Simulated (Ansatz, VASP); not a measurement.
One calculation of Ag, two programs

The input INCAR:

```
ALGO     = Normal         # electronic algorithm
EDIFF    = 1E-6           # SCF threshold, eV
ENCUT    = 520            # plane-wave cutoff, eV
GGA      = PS             # functional
ISIF     = 2              # what is computed and relaxed
ISMEAR   = 0              # smearing method
LASPH    = T              # aspherical terms in the spheres
LCHARG   = F              # write CHGCAR
LREAL    = F              # projectors in reciprocal space
LWAVE    = F              # write WAVECAR
NBANDS   = 12             # bands
NELM     = 100            # most SCF steps
PREC     = Accurate       # precision mode
SIGMA    = 0.15           # smearing width, eV
```

The input KPOINTS:

```
k-points
0
Gamma
  20 20 20
```

POSCAR

```
Ag
1.0
    0.0000000000      2.0431000000      2.0431000000
    2.1146085000      0.0000000000      2.0431000000
    2.1146085000      2.0431000000      0.0000000000
Ag
1
Direct
    0.0000000000      0.0000000000      0.0000000000
```

Input for Ansatz:

```yaml
crystal:
  lattice:
    - [0.0, 2.0431, 2.0431]
    - [2.1146085, 0.0, 2.0431]
    - [2.1146085, 2.0431, 0.0]
  atoms:
    - { symbol: Ag, position: [0.0, 0.0, 0.0] }
basis:
  ecutwfc: 420
kpoints:
  mp_grid: { grid: [20, 20, 20] }
hamiltonian:
  xc: pbesol
scf:
  occupations: { method: gaussian, width: 0.15 }
output:
  forces: true
  stress: true
  eigenvalues: true
```

Change from the starting cell: strain +0.0350 x Voigt [1, 0, 0, 0, 0, 0], atoms carried along.

Alike in both runs: task single point; functional PBEsol; k mesh 20 × 20 × 20; occupations gaussian, width 0.15 eV; no spin polarisation.

|  | VASP | Ansatz |
| --- | --- | --- |
| version | VASP 6.6.1 | Ansatz 0.2.0 |
| potentials or method | VASP PAW PBE potentials, release 64 (Ag), cutoff 520 eV | scalar-relativistic, plane waves, PAW |
| valence electrons in the cell | 11 | 19 |

|  | VASP | Ansatz | Ansatz less VASP |
| --- | --- | --- | --- |
| gap on the k mesh at the Fermi level (eV) | none | none | - |
| pressure (GPa) | -6.0 | -5.8 | +0.15 |
| traceless stress, the component that is largest in VASP (GPa) | -0.90 | -0.91 | -0.004 |

VASP's potentials were made for PBE, not for PBEsol. A gap of «none» marks a metal or a gap that the smearing closes. The functional is the same, so the differences come from potentials, cutoffs and numerics. VASP's potentials hold 11 valence electrons a cell and Ansatz's 19, so a difference there can come from the potentials and not from the codes.
